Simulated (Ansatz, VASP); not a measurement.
**One calculation of K, two programs**

File POSCAR:

```
K
1.0
    4.1513858052      0.0000000000      0.0000000000
    0.0000000000      4.1513858052      0.0000000000
    0.0000000000      0.0000000000      4.1513858052
K
1
Direct
    0.0000000000      0.0000000000      0.0000000000
```

The input INCAR.step1:

```
SYSTEM = K
PREC     = Accurate       ! precision mode
ENCUT    = 520            ! plane-wave cutoff, eV
ISMEAR   = 0              ! smearing method
SIGMA    = 0.15           ! smearing width, eV
LREAL    = .FALSE.        ! projectors in reciprocal space
LASPH    = .TRUE.         ! aspherical terms in the spheres
NELM     = 80             ! most SCF steps
NBANDS   = 10             ! bands
GGA      = PE             ! functional
ALGO     = Normal         ! electronic algorithm
EDIFF    = 1E-4           ! SCF threshold, eV
LWAVE    = .TRUE.         ! write WAVECAR
LCHARG   = .FALSE.        ! write CHGCAR
```

File INCAR.step2:

```
SYSTEM = K
PREC     = Accurate       ! precision mode
ENCUT    = 520            ! plane-wave cutoff, eV
EDIFF    = 1E-6           ! SCF threshold, eV
ISMEAR   = 0              ! smearing method
SIGMA    = 0.15           ! smearing width, eV
LREAL    = .FALSE.        ! projectors in reciprocal space
LASPH    = .TRUE.         ! aspherical terms in the spheres
NELM     = 80             ! most SCF steps
ALGO     = Normal         ! electronic algorithm
ISIF     = 2              ! what is computed and relaxed
LWAVE    = .FALSE.        ! write WAVECAR
LCHARG   = .FALSE.        ! write CHGCAR
METAGGA  = R2SCAN         ! meta-GGA
LMIXTAU  = .TRUE.       
NBANDS   = 10             ! bands
ISTART   = 1
```

Contents of KPOINTS:

```
Automatic mesh
0
G
  12 12 12
  0 0 0
```

Input for Ansatz:

```yaml
crystal:
  lattice:
    - [4.1513858052, 0.0, 0.0]
    - [0.0, 4.1513858052, 0.0]
    - [0.0, 0.0, 4.1513858052]
  atoms:
    - { symbol: K, position: [0.0, 0.0, 0.0] }
basis:
  ecutwfc: 500
kpoints:
  mp_grid: { grid: [12, 12, 12] }
hamiltonian:
  xc: r2scan
scf:
  occupations: { method: gaussian, width: 0.15 }
output:
  forces: true
  stress: true
  eigenvalues: true
```

Alike in both runs: task single point; functional r2SCAN; k mesh 12 × 12 × 12; occupations gaussian, width 0.15 eV; no spin polarisation.

|  | VASP | Ansatz |
| --- | --- | --- |
| version | VASP 6.6.1 | Ansatz 0.2.0 |
| potentials or method | VASP PAW PBE potentials, release 64 (K_sv), cutoff 520 eV | scalar-relativistic, plane waves, PAW |
| valence electrons in the cell | 9 | 9 |

|  | VASP | Ansatz | Ansatz less VASP |
| --- | --- | --- | --- |
| gap on the k mesh at the Fermi level (eV) | none | none | - |
| pressure (GPa) | 0.3 | 0.4 | +0.02 |

VASP's potentials were made for PBE, not for r2SCAN. A gap of «none» marks a metal or a gap that the smearing closes. With one functional, cell and mesh, what is left measures potentials, basis and numerics.
